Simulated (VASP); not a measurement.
# Mo2Se2S (P-6m2) in VASP: a series of runs

Mo2Se2S is run at these levels: PBE; tasks: relaxation of cell and atoms.

Program: VASP 6.6.1. These are calculated values, not measurements. Logs are shortened: lines on timing, memory, paths and dates and some standing lists are left out, and cuts for length are marked.

**1. The cell of the first run**

The structure is hexagonal, space group P-6m2 (No. 187). Conventional cell: a = 4.246 Å, b = 4.246 Å, c = 7.901 Å, α = 90.00°, β = 90.00°, γ = 120.00°. Within 3.2 Å of Mo (site symmetry 3m) lie 1 Mo at 2.39 Å and 4 Se at 2.73 to 2.76 Å. Se (site symmetry -6m2) has 3 S at 2.45 Å and 2 Mo at 2.76 Å within 3.2 Å. Within 3.6 Å of Se (site symmetry -6m2) lie 6 Mo at 2.73 Å. Within 3.2 Å of S (site symmetry -6m2) lie 3 Se at 2.45 Å.

The cell was built from a structure type or drawn by symmetry, and may not be a known phase.

**2. Relaxation of cell and atoms, PBE, collinear spin**

File INCAR:

```
PREC = Accurate
ENCUT = 500
EDIFF = 1E-7
ISMEAR = 0
SIGMA = 0.15
LREAL = False
LASPH = True
NELM = 200
ALGO = Normal
ISIF = 3
LWAVE = False
LCHARG = False
ISPIN = 2
MAGMOM = 1 1 0 0 0
LORBIT = 11
LMAXMIX = 4
GGA = PE
IBRION = 2
NSW = 36
EDIFFG = -0.08
GGA_COMPAT = False
NELMIN = 4
```

File KPOINTS:

```
regular mesh
0
Gamma
  3 3 2
```

File POSCAR:

```
Mo2Se2S
1.0
    4.2460443400      0.0000000000      0.0000000000
   -2.1230221700      3.6771822700      0.0000000000
    0.0000000000      0.0000000000      7.9009439200
Mo Se S
2 2 1
Direct
    0.0000000000      0.0000000000      0.1510655500
    0.0000000000      0.0000000000      0.8489344500
    0.0000000000      0.0000000000      0.5000000000
    0.3333333300      0.6666666700      0.0000000000
    0.6666666700      0.3333333300      0.5000000000
```

Potentials or basis: VASP PAW PBE potentials, release 64 (Mo_sv, Se, S).

The run is started by

```console
> cat potpaw_PBE.64/Mo_sv/POTCAR potpaw_PBE.64/Se/POTCAR potpaw_PBE.64/S/POTCAR > POTCAR
> mpirun -np 1 vasp_std > vasp.out
```

OUTCAR:

```text
PREC = Accurate
   ENCUT = 500
   EDIFF = 1E-7
   ISMEAR = 0
   LREAL = False
   LASPH = True
   NELM = 200
   ISIF = 3
   ISPIN = 2
   LORBIT = 11
   GGA = PE
   IBRION = 2
   NSW = 36
   EDIFFG = -0.08
   NELMIN = 4

 ion  position               nearest neighbor table
   1  0.000  0.000  0.151-   2 2.39   4 2.73   4 2.73   4 2.73   3 2.76
   2  0.000  0.000  0.849-   1 2.39   4 2.73   4 2.73   4 2.73   3 2.76
   3  0.000  0.000  0.500-   5 2.45   5 2.45   5 2.45   1 2.76   2 2.76
   4  0.333  0.667  0.000-   1 2.73   2 2.73   1 2.73   2 2.73   1 2.73   2 2.73
   5  0.667  0.333  0.500-   3 2.45   3 2.45   3 2.45

  LATTYP: Found a hexagonal cell.
 ALAT       =     4.2460443400
 C/A-ratio  =     1.8607775349

  Lattice vectors:

 A1 = (   4.2460443400,   0.0000000000,   0.0000000000)
 A2 = (  -2.1230221700,   3.6771822700,   0.0000000000)
 A3 = (   0.0000000000,   0.0000000000,   7.9009439200)

Analysis of symmetry for initial positions (statically):
=====================================================================
 Subroutine PRICEL returns:
 Original cell was already a primitive cell.

 Routine SETGRP: Setting up the symmetry group for a
 hexagonal supercell.

 Subroutine GETGRP returns: Found 12 space group operations
 (whereof 12 operations were pure point group operations)
 out of a pool of 24 trial point group operations.

The static configuration has the point symmetry D_3h.

Analysis of symmetry for dynamics (positions and initial velocities):
=====================================================================
 Subroutine PRICEL returns:
 Original cell was already a primitive cell.

 Routine SETGRP: Setting up the symmetry group for a
 hexagonal supercell.

 Subroutine GETGRP returns: Found 12 space group operations
 (whereof 12 operations were pure point group operations)
 out of a pool of 24 trial point group operations.

The dynamic configuration has the point symmetry D_3h.

Analysis of structural, dynamic, and magnetic symmetry:
=====================================================================
 Subroutine PRICEL returns:
 Original cell was already a primitive cell.

 Routine SETGRP: Setting up the symmetry group for a
 hexagonal supercell.

 Subroutine GETGRP returns: Found 12 space group operations
 (whereof 12 operations were pure point group operations)
 out of a pool of 24 trial point group operations.

The overall configuration has the point symmetry D_3h.

 Subroutine INISYM returns: Found 12 space group operations
 (whereof 12 operations are pure point group operations),
 and found     1 'primitive' translations

----------------------------------------------------------------------------------------

                                     Primitive cell

  volume of cell :     123.3612

  direct lattice vectors                    reciprocal lattice vectors
     4.246044340  0.000000000  0.000000000     0.235513320  0.135973679  0.000000000
    -2.123022170  3.677182270  0.000000000     0.000000000  0.271947357  0.000000000
     0.000000000  0.000000000  7.900943920     0.000000000  0.000000000  0.126567156

  length of vectors
     4.246044340  4.246044345  7.900943920     0.271947357  0.271947357  0.126567156

  position of ions in fractional coordinates (direct lattice)
     0.000000000  0.000000000  0.151065550
     0.000000000  0.000000000  0.848934450
     0.000000000  0.000000000  0.500000000
     0.333333330  0.666666670  0.000000000
     0.666666670  0.333333330  0.500000000

  ion indices of the primitive-cell ions
   primitive index   ion index
                 1           1
                 2           2
                 3           3
                 4           4
                 5           5

----------------------------------------------------------------------------------------

 KPOINTS: regular mesh

Automatic generation of k-mesh.
 Grid dimensions read from file:
 generate k-points for:    3    3    2

 Generating k-lattice:

  Cartesian coordinates                     Fractional coordinates (reciprocal lattice)
     0.078504440  0.045324560  0.000000000     0.333333333  0.000000000  0.000000000
     0.000000000  0.090649119  0.000000000     0.000000000  0.333333333  0.000000000
     0.000000000  0.000000000  0.063283578     0.000000000  0.000000000  0.500000000

  Length of vectors
     0.090649119  0.090649119  0.063283578

  Shift w.r.t. Gamma in fractional coordinates (k-lattice)
     0.000000000  0.000000000  0.000000000

 Subroutine IBZKPT returns following result:
 ===========================================

 Found      6 irreducible k-points:

 Following reciprocal coordinates:
            Coordinates               Weight
  0.000000  0.000000  0.000000      1.000000
  0.333333 -0.000000  0.000000      6.000000
  0.333333  0.333333  0.000000      2.000000
  0.000000  0.000000  0.500000      1.000000
  0.333333 -0.000000  0.500000      6.000000
  0.333333  0.333333  0.500000      2.000000
   k-points           NKPTS =      6   k-points in BZ     NKDIM =      6   number of bands    NBANDS=     28
   number of dos      NEDOS =    301   number of ions     NIONS =      5
   total plane-waves  NPLWV =  61440
   dimension x,y,z NGX =    32 NGY =   32 NGZ =   60
   dimension x,y,z NGXF=    64 NGYF=   64 NGZF=  120
   ions per type =               2   2   1
   NGX,Y,Z   is equivalent  to a cutoff of  12.53, 12.53, 12.62 a.u.
   NGXF,Y,Z  is equivalent  to a cutoff of  25.06, 25.06, 25.25 a.u.
 SYSTEM =  unknown system
   PREC   = accura    normal or accurate (medium, high low for compatibility)
   ISTART =      0    job   : 0-new  1-cont  2-samecut
   ICHARG =      2    charge: 1-file 2-atom 10-const
   ISPIN  =      2    spin polarized calculation?
   LNONCOLLINEAR =      F non collinear calculations
   LSORBIT =      F    spin-orbit coupling
   LASPH  =      T    aspherical Exc in radial PAW
   ENCUT  =  500.0 eV  36.75 Ry    6.06 a.u.   7.74  7.74 14.41*2*pi/ulx,y,z
   NELM   =    200;   NELMIN=  4; NELMDL= -5     # of ELM steps
   EDIFF  = 0.1E-06   stopping-criterion for ELM
   LREAL  =      F    real-space projection
   EDIFFG = -.8E-01   stopping-criterion for IOM
   NSW    =     36    number of steps for IOM
   IBRION =      2    ionic relax: 0-MD 1-quasi-New 2-CG
   NFREE  =      1    steps in history (QN), initial steepest desc. (CG)
   ISIF   =      3    stress and relaxation
   ISYM   =      2    0-nonsym 1-usesym 2-fastsym
   POTIM  = 0.5000    time-step for ionic-motion
   TEBEG  =    0.0;   TEEND  =   0.0 temperature during run
   PSTRESS=    0.0 pullay stress
   NELECT =      46.0000    total number of electrons
   NUPDOWN=      -1.0000    fix difference up-down
   EMIN   =  10.00;   EMAX   =-10.00  energy-range for DOS
   EFERMI =   0.00;   METHOD = LEGACY
   ISMEAR =     0;   SIGMA  =   0.15  broadening in eV -4-tet -1-fermi 0-gaus
   EFERMI_NEDOS =   21; number of points for ismear=-14 and -15
   IALGO  =     38    algorithm
   IMIX   =      4    mixing-type and parameters
     AMIX     =   0.40;   BMIX     =  1.00
     AMIX_MAG =   1.60;   BMIX_MAG =  1.00
  volume/ion in A,a.u.               =      24.67       166.50
  Fermi-wavevector in a.u.,A,eV,Ry     =   1.178333  2.226726 18.891250  1.388468
  Thomas-Fermi vector in A             =   2.314663
   LORBIT       =     11    0 simple, 1 ext, 2 COOP (PROOUT), +10 PAW based schemes
   GGA     = PE    functional components
   LHFCALC =     F    Hartree Fock is set to
   AEXX    =    0.0000 exact exchange contribution
   IVDW    =     0    specifies the selected vdW correction
   LEPSILON=     F    determine dielectric tensor
   LRPA    =     F    only Hartree local field effects (RPA)
 conjugate gradient relaxation of ions
 spin polarized calculation
 Gauss-broadening in eV      SIGMA  =   0.15
  energy-cutoff  :      500.00
  volume of cell :      123.36
 maximum number of plane-waves:      3156
 NGX is ok and might be reduce to    32
   NGX = 15   NGY = 15   NGZ = 29

--------------------------------------- Ionic step        1  -------------------------------------------

 number of electron      45.9999996 magnetization       2.6125750

 Free energy of the ion-electron system (eV)
  ---------------------------------------------------
  ext. energy  EPLUGINS =         0.00000000
  ---------------------------------------------------
  free energy    TOTEN  =       -27.85576344 eV

  energy without entropy =      -27.78882131  energy(sigma->0) =      -27.82229237

------------------------ aborting loop because EDIFF is reached ----------------------------------------

  FORCE on cell =-STRESS in cart. coord.  units (eV):
  Direction    XX          YY          ZZ          XY          YZ          ZX
  --------------------------------------------------------------------------------------
  -------------------------------------------------------------------------------------
  Total       -0.2114945     -0.2114945     -6.6579545      0.0000000     -0.0000000      0.0000000
  in kB       -2.7468244     -2.7468245    -86.4714502      0.0000000     -0.0000000      0.0000000
  external PRESSURE =     -30.6550330 kB  Pullay stress =       0.0000000 kB
[... 219 lines left out ...]
  energy  without entropy=      -28.0405189178  energy(sigma->0) =      -28.07074116

--------------------------------------- Ionic step        7  -------------------------------------------

 number of electron      46.0000003 magnetization       2.6119631

 Free energy of the ion-electron system (eV)
  ---------------------------------------------------
  ext. energy  EPLUGINS =         0.00000000
  ---------------------------------------------------
  free energy    TOTEN  =       -28.10452641 eV

  energy without entropy =      -28.04263143  energy(sigma->0) =      -28.07357892

 E-fermi :   5.2867     XC(G=0):  -9.5241

 val. band max:        5.2818173226   @ k =   0.3333  -0.0000   0.5000
 cond. band min:       5.3083170993   @ k =   0.3333  -0.0000   0.5000
 fundamental gap:      0.0264997767
 Fermi energy:         5.2867331444

 spin component 1

 k-point     1 :       0.0000    0.0000    0.0000
  band No.  band energies     occupation
      1     -56.3118      1.00000
      2     -55.7952      1.00000
      3     -31.3965      1.00000
      4     -30.4815      1.00000
      5     -30.4815      1.00000
      6     -30.1076      1.00000
[... 175 lines left out ...]
     27       6.2376      0.00000
     28       6.6863      0.00000
 Fermi energy:         5.2867331444

 spin component 2

 k-point     1 :       0.0000    0.0000    0.0000
  band No.  band energies     occupation
      1     -55.6712      1.00000
      2     -55.1373      1.00000
      3     -31.1302      1.00000
      4     -29.5451      1.00000
      5     -29.5451      1.00000
      6     -29.1564      1.00000
[... 207 lines left out ...]
  FREE ENERGIE OF THE ION-ELECTRON SYSTEM (eV)
  ---------------------------------------------------
  free  energy   TOTEN  =       -28.1045264079 eV

  energy  without entropy=      -28.0426314312  energy(sigma->0) =      -28.07357892

 reached required accuracy - stopping structural energy minimisation

 total charge

# of ion       s       p       d       tot
------------------------------------------
    1        2.238   6.077   4.212  12.526
    2        2.238   6.077   4.212  12.526
    3        1.519   2.172   0.074   3.766
    4        1.451   2.275   0.077   3.803
    5        1.418   2.174   0.000   3.592
--------------------------------------------------
tot          8.863  18.774   8.576  36.213

 magnetization (x)

# of ion       s       p       d       tot
------------------------------------------
    1        0.034   0.008   0.974   1.016
    2        0.034   0.008   0.974   1.016
    3        0.003   0.009   0.002   0.013
    4        0.015  -0.070   0.023  -0.031
    5        0.007   0.045   0.000   0.052
--------------------------------------------------
tot          0.092  -0.000   1.974   2.066
```

Wall time 11 min (1 thread of Intel Xeon 8259CL, shared host); peak memory 0.3 GiB.

What came out:

- Free energy: -28.1045 eV
- Relaxed volume: 24.94 Å³/atom
- Relaxed cell: a = 4.342 Å, b = 4.342 Å, c = 7.637 Å, α = 90.00°, β = 90.00°, γ = 120.00°
- Space group after relaxing (to 0.1 Å): P-6m2 (No. 187)
- Energy gained by relaxing: 49.8 meV/atom
- Ionic steps: 7
- Pressure after relaxing: 0.0 GPa
- Largest force after relaxing: 0.062 eV/Å
- Net moment: 2.61 μB per cell
- Site moments: Mo +1.02; Se +0.01, -0.03; S +0.05 μB
- Valence electrons inside the program's atomic spheres: Mo 12.53; Se 3.77, 3.80; S 3.59

Forces on the atoms (eV/Å):
```
Mo   0.000  0.000 -0.062
Mo   0.000  0.000  0.062
Se   0.000  0.000  0.000
Se   0.000  0.000  0.000
S    0.000  0.000  0.000
```

The path:
```
step  energy change (eV)  largest force (eV/Å)  pressure (GPa)  volume (Å³)
   1              0.0000                1.7369           -3.07       123.36
   2              0.0563                2.7662            8.62       114.97
   3             -0.1900                0.2103            2.13       119.17
   4             -0.2444                0.0685            0.91       123.12
   5             -0.2464                0.1668            0.62       123.98
   6             -0.2452                0.3207           -0.65       125.56
   7             -0.2488                0.0619            0.04       124.68
```

Final structure:
```yaml
crystal:
  lattice:
    - [4.34169, 0.00000, 0.00000]
    - [-2.17085, 3.76001, 0.00000]
    - [0.00000, 0.00000, 7.63739]
  atoms:
    - { symbol: Mo, position: [0.00000, 0.00000, 0.14350] }
    - { symbol: Mo, position: [0.00000, 0.00000, 0.85650] }
    - { symbol: Se, position: [0.00000, 0.00000, 0.50000] }
    - { symbol: Se, position: [0.33333, 0.66667, 0.00000] }
    - { symbol: S, position: [0.66667, 0.33333, 0.50000] }
```

Levels at points of the mesh, in eV from the Fermi level:
Spin up:
```tsv
k point	band 20	band 21	band 22	band 23	band 24	band 25	band 26	band 27	band 28
(0.00, 0.00, 0.00)	-2.38	-0.87	-0.85	-0.85	-0.35	-0.35	-0.21	1.21	1.21
(0.00, 0.00, 0.50)	-2.65	-1.06	-1.06	-0.37	-0.37	0.30	1.36	1.93	1.93
```
Spin down:
| k point | band 18 | band 19 | band 20 | band 21 | band 22 | band 23 | band 24 | band 25 | band 26 | band 27 |
| --- | --- | --- | --- | --- | --- | --- | --- | --- | --- | --- |
| (0.00, 0.00, 0.00) | -2.19 | -2.19 | -1.96 | -0.81 | -0.25 | -0.25 | 0.28 | 0.28 | 0.37 | 1.73 |
| (0.00, 0.00, 0.50) | -2.33 | -2.17 | -2.17 | -0.67 | -0.67 | 0.48 | 0.48 | 0.60 | 1.70 | 2.46 |

Caveat: the k points lie up to 0.56 Å⁻¹ apart in the final cell; the relaxation stopped at a loose force limit of 0.08 eV/Å, so its end isn't a converged minimum.

**3. Relaxation of cell and atoms, PBE, collinear spin**

This run uses another cell than the first one, of 25.36 Å³/atom.

File INCAR:

```
PREC = Accurate ; ENCUT = 500
EDIFF = 1E-7 ; ISMEAR = 0
SIGMA = 0.15 ; LREAL = F
LASPH = T ; NELM = 200
ALGO = Normal ; ISIF = 3
LWAVE = F ; LCHARG = F
ISPIN = 2 ; MAGMOM = 1 1 0 0 0
LORBIT = 11 ; LMAXMIX = 4
GGA = PE ; IBRION = 2
NSW = 36 ; EDIFFG = -0.08
GGA_COMPAT = F ; NELMIN = 4
```

KPOINTS is that of step 2.

File POSCAR:

```
Mo2Se2S
1.0
    4.1502755800      0.0000000000      0.0000000000
   -2.0751377900      3.5942440900      0.0000000000
    0.0000000000      0.0000000000      8.5001765700
Mo Se S
2 2 1
Direct
    0.6666666700      0.3333333300      0.7401304900
    0.6666666700      0.3333333300      0.2598695100
    0.0000000000      0.0000000000      0.0000000000
    0.3333333300      0.6666666700      0.0000000000
    0.0000000000      0.0000000000      0.5000000000
```

Potentials or basis: VASP PAW PBE potentials, release 64 (Mo_sv, Se, S).

The run is started by

```console
> cat potpaw_PBE.64/Mo_sv/POTCAR potpaw_PBE.64/Se/POTCAR potpaw_PBE.64/S/POTCAR > POTCAR
> mpirun -np 1 vasp_std > vasp.out
```

Wall time 28 min (1 thread of Intel Xeon 8259CL, shared host); peak memory 0.31 GiB.

The run converged. Its results:

| Property | Result |
| --- | --- |
| Free energy | -29.0365 eV |
| Relaxed volume | 19.34 Å³/atom |
| Relaxed cell | a = 4.569 Å, b = 4.569 Å, c = 5.348 Å, α = 90.00°, β = 90.00°, γ = 120.00° |
| Space group after relaxing (to 0.1 Å) | P-6m2 (No. 187) |
| Pressure after relaxing | -0.3 GPa |
| Largest force after relaxing | 0.030 eV/Å |
| Band gap on the k mesh | zero (filled and empty bands overlap) |
| Net moment | 0.00 μB per cell |
| Valence electrons inside the program's atomic spheres | Mo 12.46; Se 3.80, 3.76; S 3.58 |

Forces on the atoms (eV/Å):
```
Mo   0.000  0.000 -0.030
Mo   0.000  0.000  0.030
Se   0.000  0.000  0.000
Se   0.000  0.000  0.000
S    0.000  0.000  0.000
```

Stress tensor (GPa, compression positive):
```
-0.17  0.00  0.00
 0.00 -0.17  0.00
 0.00  0.00 -0.61
```

Final structure:
```yaml
crystal:
  lattice:
    - [4.56942, 0.00000, 0.00000]
    - [-2.28471, 3.95724, 0.00000]
    - [0.00000, 0.00000, 5.34815]
  atoms:
    - { symbol: Mo, position: [0.66667, 0.33333, 0.70436] }
    - { symbol: Mo, position: [0.66667, 0.33333, 0.29564] }
    - { symbol: Se, position: [0.00000, 0.00000, 0.00000] }
    - { symbol: Se, position: [0.33333, 0.66667, 0.00000] }
    - { symbol: S, position: [0.00000, 0.00000, 0.50000] }
```

Levels at points of the mesh, in eV from the Fermi level:
Spin up:
```
           k point  band 19  band 20  band 21  band 22  band 23  band 24  band 25  band 26  band 27  band 28
(0.00, 0.00, 0.00)    -3.44    -2.39    -0.74    -0.74    -0.50    -0.50     0.59     1.93     1.93     1.93
(0.00, 0.00, 0.50)    -2.99    -2.37    -2.37    -1.55    -1.41     0.55     0.71     0.71     1.07     1.07
```
Spin down:
| k point | band 21 | band 22 | band 23 | band 24 | band 25 | band 26 |
| --- | --- | --- | --- | --- | --- | --- |
| (0.00, 0.00, 0.00) | -0.74 | -0.74 | -0.50 | -0.50 | 0.59 | 1.93 |
| (0.00, 0.00, 0.50) | -2.37 | -1.55 | -1.41 | 0.55 | 0.71 | 0.71 |

Caveat: the k points lie up to 0.59 Å⁻¹ apart in the final cell, too coarse for converged energies and pressures of a metal; the volume moved by over 15 % at a fixed basis, so the end points are rough.
